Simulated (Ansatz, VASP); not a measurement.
Fe in VASP and in Ansatz

```xyz
4
Lattice="1.7633 -3.6653 0.0000 1.7633 3.6653 0.0000 0.0000 0.0000 3.5096" Properties=species:S:1:pos:R:3 pbc="T T T"
Fe    1.7633    2.5759    0.0000
Fe    1.7633   -1.0894    1.7548
Fe    1.7633   -2.5759    3.5096
Fe    1.7633    1.0894    1.7548
```

Alike in both runs: functional PBE; k mesh 6 × 6 × 4; occupations gaussian, width 0.1 eV; collinear spin.

Ansatz relaxed the structure, and its values are those at the end. VASP's run is a single point on that final structure, the one shown.

```csv
,VASP,Ansatz
version,VASP 6.6.1,Ansatz 0.2.0
potentials or method,"VASP PAW PBE potentials, release 64 (Fe), cutoff 520 eV","scalar-relativistic, plane waves, PAW"
valence electrons in the cell,32,64
```

```csv
,VASP,Ansatz,Ansatz less VASP
gap on the k mesh at the Fermi level (eV),none,none,-
pressure (GPa),-0.7,0.1,+0.78
rms of the force components (eV/Å),0.021,0.002,-0.0182
net moment per atom (μB),0.00,0.00,0.000
```

A gap of «none» marks a metal or a gap that the smearing closes. VASP's potentials hold 32 valence electrons a cell and Ansatz's 64, so a difference there can come from the potentials and not from the codes. Ansatz's warnings: seeded moment not kept.

The k mesh is coarse, so the values compare programs but aren't converged.
